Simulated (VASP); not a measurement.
# B26SbP27 (a cell with a defect) in VASP: electric field gradients with PBE

Aim: the electric field gradients of B26SbP27 (a cell with a defect) with PBE.

Program: VASP 6.6.1. These are calculated values, not measurements. Logs are shortened: lines on timing, memory, paths and dates and some standing lists are left out, and cuts for length are marked.

## Step 1: The cell of the first run

The cell holds a defect, 54 atoms: a = 9.627 Å, b = 9.627 Å, c = 9.627 Å, α = 60.00°, β = 60.00°, γ = 60.00°.

## Step 2: Electric field gradients, PBE

Input file INCAR:

```
PREC = Accurate ; ENCUT = 420
EDIFF = 1E-8 ; ISMEAR = -1
SIGMA = 0.01 ; LREAL = False
LASPH = True ; NELM = 120
ALGO = Normal ; ISIF = 2
LWAVE = False ; LCHARG = False
GGA = PE ; LEFG = True
NBANDS = 142 ; GGA_COMPAT = False
```

Input file KPOINTS:

```
Automatic mesh
0
Gamma
  3 3 3
```

Input file POSCAR:

```
B26SbP27
1.0
    0.0000000000      6.8070000000      6.8070000000
    6.8070000000      0.0000000000      6.8070000000
    6.8070000000      6.8070000000      0.0000000000
Sb B P
1 26 27
Direct
    0.0000000000      0.0000000000      0.0000000000
    0.0000000000      0.0000000000      0.3333333333
    0.0000000000      0.0000000000      0.6666666667
    0.0000000000      0.3333333333      0.0000000000
    0.0000000000      0.3333333333      0.3333333333
    0.0000000000      0.3333333333      0.6666666667
    0.0000000000      0.6666666667      0.0000000000
    0.0000000000      0.6666666667      0.3333333333
    0.0000000000      0.6666666667      0.6666666667
    0.3333333333      0.0000000000      0.0000000000
    0.3333333333      0.0000000000      0.3333333333
    0.3333333333      0.0000000000      0.6666666667
    0.3333333333      0.3333333333      0.0000000000
    0.3333333333      0.3333333333      0.3333333333
    0.3333333333      0.3333333333      0.6666666667
    0.3333333333      0.6666666667      0.0000000000
    0.3333333333      0.6666666667      0.3333333333
    0.3333333333      0.6666666667      0.6666666667
    0.6666666667      0.0000000000      0.0000000000
    0.6666666667      0.0000000000      0.3333333333
    0.6666666667      0.0000000000      0.6666666667
    0.6666666667      0.3333333333      0.0000000000
    0.6666666667      0.3333333333      0.3333333333
    0.6666666667      0.3333333333      0.6666666667
    0.6666666667      0.6666666667      0.0000000000
    0.6666666667      0.6666666667      0.3333333333
    0.6666666667      0.6666666667      0.6666666667
    0.0833333333      0.0833333333      0.0833333333
    0.0833333333      0.0833333333      0.4166666667
    0.0833333333      0.0833333333      0.7500000000
    0.0833333333      0.4166666667      0.0833333333
    0.0833333333      0.4166666667      0.4166666667
    0.0833333333      0.4166666667      0.7500000000
    0.0833333333      0.7500000000      0.0833333333
    0.0833333333      0.7500000000      0.4166666667
    0.0833333333      0.7500000000      0.7500000000
    0.4166666667      0.0833333333      0.0833333333
    0.4166666667      0.0833333333      0.4166666667
    0.4166666667      0.0833333333      0.7500000000
    0.4166666667      0.4166666667      0.0833333333
    0.4166666667      0.4166666667      0.4166666667
    0.4166666667      0.4166666667      0.7500000000
    0.4166666667      0.7500000000      0.0833333333
    0.4166666667      0.7500000000      0.4166666667
    0.4166666667      0.7500000000      0.7500000000
    0.7500000000      0.0833333333      0.0833333333
    0.7500000000      0.0833333333      0.4166666667
    0.7500000000      0.0833333333      0.7500000000
    0.7500000000      0.4166666667      0.0833333333
    0.7500000000      0.4166666667      0.4166666667
    0.7500000000      0.4166666667      0.7500000000
    0.7500000000      0.7500000000      0.0833333333
    0.7500000000      0.7500000000      0.4166666667
    0.7500000000      0.7500000000      0.7500000000
```

Potentials or basis: VASP PAW PBE potentials, release 64 (Sb, B, P).

Launch:

```sh
$ cat potpaw_PBE.64/Sb/POTCAR potpaw_PBE.64/B/POTCAR potpaw_PBE.64/P/POTCAR > POTCAR
$ mpirun -np 1 vasp_std > vasp.out
```

OUTCAR:

```text
PREC = Accurate
   ENCUT = 420
   EDIFF = 1E-8
   ISMEAR = -1
   LREAL = False
   LASPH = True
   NELM = 120
   ISIF = 2
   GGA = PE

 ion  position               nearest neighbor table
   1  0.000  0.000  0.000-  28 1.97  30 1.97  34 1.97  46 1.97
   2  0.000  0.000  0.333-  28 1.97  29 1.97  35 1.97  47 1.97
   3  0.000  0.000  0.667-  30 1.97  29 1.97  36 1.97  48 1.97
   4  0.000  0.333  0.000-  28 1.97  31 1.97  33 1.97  49 1.97
   5  0.000  0.333  0.333-  50 1.97  31 1.97  29 1.97  32 1.97
   6  0.000  0.333  0.667-  30 1.97  32 1.97  33 1.97  51 1.97
[... 46 lines left out ...]
  53  0.750  0.750  0.417-   8 1.97  20 1.97  26 1.97  27 1.97
  54  0.750  0.750  0.750-  27 1.97  21 1.97  25 1.97   9 1.97

  LATTYP: Found a face centered cubic cell.
 ALAT       =    13.6140000000

  Lattice vectors:

 A1 = (   0.0000000000,   6.8070000000,   6.8070000000)
 A2 = (   6.8070000000,   0.0000000000,   6.8070000000)
 A3 = (   6.8070000000,   6.8070000000,   0.0000000000)

Analysis of symmetry for initial positions (statically):
=====================================================================
 Subroutine PRICEL returns:
 Original cell was already a primitive cell.

 Routine SETGRP: Setting up the symmetry group for a
 face centered cubic supercell.

 Subroutine GETGRP returns: Found 24 space group operations
 (whereof 24 operations were pure point group operations)
 out of a pool of 48 trial point group operations.

The static configuration has the point symmetry T_d .

Analysis of symmetry for dynamics (positions and initial velocities):
=====================================================================
 Subroutine PRICEL returns:
 Original cell was already a primitive cell.

 Routine SETGRP: Setting up the symmetry group for a
 face centered cubic supercell.

 Subroutine GETGRP returns: Found 24 space group operations
 (whereof 24 operations were pure point group operations)
 out of a pool of 48 trial point group operations.

The dynamic configuration has the point symmetry T_d .

 Subroutine INISYM returns: Found 24 space group operations
 (whereof 24 operations are pure point group operations),
 and found     1 'primitive' translations

----------------------------------------------------------------------------------------

                                     Primitive cell

  volume of cell :     630.8081

  direct lattice vectors                    reciprocal lattice vectors
     0.000000000  6.807000000  6.807000000    -0.073453798  0.073453798  0.073453798
     6.807000000  0.000000000  6.807000000     0.073453798 -0.073453798  0.073453798
     6.807000000  6.807000000  0.000000000     0.073453798  0.073453798 -0.073453798

  length of vectors
     9.626551719  9.626551719  9.626551719     0.127225709  0.127225709  0.127225709

  position of ions in fractional coordinates (direct lattice)
     0.000000000  0.000000000  0.000000000
     0.000000000  0.000000000  0.333333333
     0.000000000  0.000000000  0.666666667
     0.000000000  0.333333333  0.000000000
     0.000000000  0.333333333  0.333333333
     0.000000000  0.333333333  0.666666667
[... 46 lines left out ...]
     0.750000000  0.750000000  0.416666667
     0.750000000  0.750000000  0.750000000

  ion indices of the primitive-cell ions
   primitive index   ion index
                 1           1
                 2           2
                 3           3
                 4           4
                 5           5
                 6           6
[... 46 lines left out ...]
                53          53
                54          54

----------------------------------------------------------------------------------------

 KPOINTS: Automatic mesh

Automatic generation of k-mesh.
[... 51 lines left out ...]
   ISIF   =      2    stress and relaxation
   ISYM   =      2    0-nonsym 1-usesym 2-fastsym
   POTIM  = 0.5000    time-step for ionic-motion
   TEBEG  =    0.0;   TEEND  =   0.0 temperature during run
   PSTRESS=    0.0 pullay stress
   NELECT =     218.0000    total number of electrons
   NUPDOWN=      -1.0000    fix difference up-down
   EMIN   =  10.00;   EMAX   =-10.00  energy-range for DOS
   EFERMI =   0.00;   METHOD = LEGACY
   ISMEAR =    -1;   SIGMA  =   0.01  broadening in eV -4-tet -1-fermi 0-gaus
   EFERMI_NEDOS =   21; number of points for ismear=-14 and -15
   IALGO  =     38    algorithm
   IMIX   =      4    mixing-type and parameters
     AMIX     =   0.40;   BMIX     =  1.00
     AMIX_MAG =   1.60;   BMIX_MAG =  1.00
  volume/ion in A,a.u.               =      11.68        78.83
  Fermi-wavevector in a.u.,A,eV,Ry     =   1.148844  2.171001 17.957563  1.319844
  Thomas-Fermi vector in A             =   2.285517
   LORBIT       =      0    0 simple, 1 ext, 2 COOP (PROOUT), +10 PAW based schemes
   GGA     = PE    functional components
   LHFCALC =     F    Hartree Fock is set to
   AEXX    =    0.0000 exact exchange contribution
   IVDW    =     0    specifies the selected vdW correction
   LEPSILON=     F    determine dielectric tensor
   LRPA    =     F    only Hartree local field effects (RPA)
 non-spin polarized calculation
  energy-cutoff  :      420.00
  volume of cell :      630.81
 maximum number of plane-waves:     12339
   NGX = 33   NGY = 33   NGZ = 33

 number of electron     217.9999999 magnetization

 Free energy of the ion-electron system (eV)
  ---------------------------------------------------
  ext. energy  EPLUGINS =         0.00000000
  ---------------------------------------------------
  free energy    TOTEN  =      -328.96191597 eV

  energy without entropy =     -328.95438887  energy(sigma->0) =     -328.95815242

 E-fermi :   9.1933     XC(G=0): -11.0026

 val. band max:        9.1603134524   @ k =  -0.3333   0.3333   0.0000
 cond. band min:       9.2062737257   @ k =   0.3333   0.0000   0.0000
 fundamental gap:      0.0459602733
 Fermi energy:         9.1932795093

 k-point     1 :       0.0000    0.0000    0.0000
  band No.  band energies     occupation
      1      -9.5893      2.00000
      2      -7.1980      2.00000
      3      -6.2133      2.00000
      4      -6.2133      2.00000
      5      -6.2133      2.00000
      6      -5.6966      2.00000
[... 485 lines left out ...]
    120      11.0491      0.00000
    121      11.0928      0.00000
 [bands above 121 left out]

------------------------ aborting loop because EDIFF is reached ----------------------------------------

  FORCE on cell =-STRESS in cart. coord.  units (eV):
  Direction    XX          YY          ZZ          XY          YZ          ZX
  --------------------------------------------------------------------------------------
  -------------------------------------------------------------------------------------
  Total       48.5235517     48.5235517     48.5235517     -0.0000000     -0.0000000      0.0000000
  in kB      123.2440374    123.2440374    123.2440374     -0.0000000     -0.0000000      0.0000000
  external PRESSURE =     123.2440374 kB  Pullay stress =       0.0000000 kB

 VOLUME and BASIS-vectors are now :
 -----------------------------------------------------------------------------
  energy-cutoff  :      420.00
  volume of cell :      630.81
      direct lattice vectors                 reciprocal lattice vectors
     0.000000000  6.807000000  6.807000000    -0.073453798  0.073453798  0.073453798
     6.807000000  0.000000000  6.807000000     0.073453798 -0.073453798  0.073453798
     6.807000000  6.807000000  0.000000000     0.073453798  0.073453798 -0.073453798

 POSITION                                       TOTAL-FORCE (eV/Angst)
 -----------------------------------------------------------------------------------
      0.00000      0.00000      0.00000         0.000000     -0.000000     -0.000000
      2.26900      2.26900      0.00000         0.153656      0.153656     -0.325212
      4.53800      4.53800      0.00000        -0.153656     -0.153656     -0.325212
      2.26900      0.00000      2.26900         0.153656     -0.325212      0.153656
      4.53800      2.26900      2.26900         0.030817     -0.030817     -0.030817
      6.80700      4.53800      2.26900         0.325212     -0.153656      0.153656
[... 46 lines left out ...]
      7.94150      7.94150     10.21050        -0.089315     -0.089315     -0.108540
     10.21050     10.21050     10.21050         0.000000     -0.000000     -0.000000
 -----------------------------------------------------------------------------------
    total drift:                               -0.000001     -0.000001     -0.000001

  FREE ENERGIE OF THE ION-ELECTRON SYSTEM (eV)
  ---------------------------------------------------
  free  energy   TOTEN  =      -328.9619159737 eV

  energy  without entropy=     -328.9543888744  energy(sigma->0) =     -328.95815242

 Electric field gradients (V/A^2)
---------------------------------------------------------------------
 ion       V_xx      V_yy      V_zz      V_xy      V_xz      V_yz
---------------------------------------------------------------------
   1      -0.000    -0.000     0.000     0.000     0.000     0.000
   2       0.355     0.355    -0.710     2.577    -1.965    -1.965
   3       0.355     0.355    -0.710     2.577     1.965     1.965
   4       0.355    -0.710     0.355    -1.965     2.577    -1.965
   5       0.000    -0.000    -0.000     0.255     0.255    -0.255
   6      -0.710     0.355     0.355    -1.965     1.965    -2.577
[... 46 lines left out ...]
  53      -0.825    -0.825     1.649    -4.002    -1.069    -1.069
  54       0.000     0.000     0.000    -0.001    -0.001    -0.001
---------------------------------------------------------------------

 Electric field gradients after diagonalization (V/A^2)
 (convention: |V_zz| > |V_xx| > |V_yy|)
----------------------------------------------------------------------
 ion       V_xx      V_yy      V_zz     asymmetry (V_yy - V_xx)/ V_zz
----------------------------------------------------------------------
   1      -0.000    -0.000     0.001       0.000
   2      -2.222    -2.211     4.433       0.002
   3      -2.222    -2.211     4.433       0.002
   4      -2.222    -2.211     4.433       0.002
   5       0.255     0.255    -0.510       0.000
   6      -2.222    -2.211     4.433       0.003
[... 46 lines left out ...]
  53       3.177     1.984    -5.162       0.231
  54       0.001     0.001    -0.001       0.000
----------------------------------------------------------------------

           NMR quadrupolar parameters

 Cq : quadrupolar parameter    Cq=e*Q*V_zz/h
 eta: asymmetry parameters     (V_yy - V_xx)/ V_zz
 Q  : nuclear electric quadrupole moment in mb (millibarn)
----------------------------------------------------------------------
 ion       Cq(MHz)       eta       Q (mb)
----------------------------------------------------------------------
   1       0.000       0.000       1.000
   2       0.011       0.002       1.000
   3       0.011       0.002       1.000
   4       0.011       0.002       1.000
   5      -0.001       0.000       1.000
   6       0.011       0.003       1.000
[... 46 lines left out ...]
  53      -0.012       0.231       1.000
  54      -0.000       0.000       1.000
----------------------------------------------------------------------
```

Run time: 11 min. Hardware: 1 thread of Intel Xeon Platinum 8488C (Sapphire Rapids), shared host; peak memory 0.67 GiB.

Results:

| Item | Value |
| --- | --- |
| Free energy | -328.9619 eV |
| Pressure | 12.3 GPa |
| Largest force | 16.763 eV/Å |
| Band gap on the k mesh | zero (band 109 reaches 9.21 eV, above the bottom of band 110 at 8.93 eV) |

Forces on the atoms (eV/Å):
```
Sb   0.000  0.000  0.000
B    0.154  0.154 -0.325
B   -0.154 -0.154 -0.325
B    0.154 -0.325  0.154
B    0.031 -0.031 -0.031
B    0.325 -0.154  0.154
B   -0.154 -0.325 -0.154
B    0.325  0.154 -0.154
B    0.093 -0.093 -0.093
B   -0.325  0.154  0.154
B   -0.031  0.031 -0.031
B   -0.154  0.325  0.154
B   -0.031 -0.031  0.031
B    0.031  0.031  0.031
B    0.000  0.000 -0.011
B   -0.154  0.154  0.325
B    0.000 -0.011  0.000
B    0.011  0.000  0.000
B   -0.325 -0.154 -0.154
B    0.154  0.325 -0.154
B   -0.093  0.093 -0.093
B    0.154 -0.154  0.325
B   -0.011  0.000  0.000
B    0.000  0.011  0.000
B   -0.093 -0.093  0.093
B    0.000  0.000  0.011
B    0.093  0.093  0.093
P    9.678  9.678  9.678
P    0.000  0.000  0.265
P   -9.678 -9.678  9.678
P    0.000  0.265  0.000
P   -0.265  0.000  0.000
P   -0.089  0.089  0.109
P   -9.678  9.678 -9.678
P   -0.089  0.109  0.089
P   -0.109  0.089  0.089
P    0.265  0.000  0.000
P    0.000 -0.265  0.000
P    0.089 -0.089  0.109
P    0.000  0.000 -0.265
P   -0.017 -0.017 -0.017
P    0.017  0.017 -0.017
P    0.089  0.109 -0.089
P    0.017 -0.017  0.017
P   -0.109 -0.089 -0.089
P    9.678 -9.678 -9.678
P    0.109 -0.089  0.089
P    0.089 -0.109  0.089
P    0.109  0.089 -0.089
P   -0.017  0.017  0.017
P   -0.089 -0.109 -0.089
P    0.089  0.089 -0.109
P   -0.089 -0.089 -0.109
P    0.000  0.000  0.000
```

Electric field gradients, principal values (V/Å²):
```csv
atom,least,middle,greatest (by size)
1 Sb,0.000,0.000,0.001
2 B,-2.211,-2.222,4.433
3 B,-2.211,-2.222,4.433
4 B,-2.211,-2.222,4.433
5 B,0.255,0.255,-0.510
6 B,-2.211,-2.222,4.433
7 B,-2.211,-2.222,4.433
8 B,-2.211,-2.222,4.433
9 B,0.388,0.388,-0.776
10 B,-2.211,-2.222,4.433
11 B,0.255,0.255,-0.510
12 B,-2.211,-2.222,4.433
13 B,0.255,0.255,-0.510
14 B,0.255,0.255,-0.510
15 B,0.108,0.382,-0.489
16 B,-2.211,-2.222,4.433
17 B,0.108,0.382,-0.489
18 B,0.108,0.382,-0.489
19 B,-2.211,-2.222,4.433
20 B,-2.211,-2.222,4.433
21 B,0.388,0.388,-0.776
22 B,-2.211,-2.222,4.433
23 B,0.108,0.382,-0.489
24 B,0.108,0.382,-0.489
25 B,0.388,0.388,-0.776
26 B,0.108,0.382,-0.489
27 B,0.388,0.388,-0.776
28 P,-0.463,-0.463,0.926
29 P,-2.380,-6.498,8.878
30 P,-0.463,-0.464,0.927
31 P,-2.380,-6.498,8.878
32 P,-2.380,-6.499,8.879
33 P,1.985,3.176,-5.161
34 P,-0.463,-0.464,0.927
35 P,1.985,3.176,-5.161
36 P,1.984,3.177,-5.161
37 P,-2.380,-6.498,8.878
38 P,-2.380,-6.499,8.879
39 P,1.985,3.176,-5.161
40 P,-2.380,-6.499,8.879
41 P,0.159,0.159,-0.319
42 P,0.159,0.159,-0.318
43 P,1.985,3.176,-5.161
44 P,0.159,0.159,-0.318
45 P,1.984,3.177,-5.162
46 P,-0.463,-0.464,0.927
47 P,1.985,3.176,-5.161
48 P,1.984,3.177,-5.161
49 P,1.985,3.176,-5.161
50 P,0.159,0.159,-0.318
51 P,1.984,3.177,-5.162
52 P,1.984,3.177,-5.161
53 P,1.984,3.177,-5.162
54 P,-0.001,0.001,0.001
```

Caveat: without QUAD_EFG the Cq values of the log hold for a quadrupole moment of 1 mb, not for the nuclei; spin-orbit coupling is left out, which moves the levels of the heavy elements.
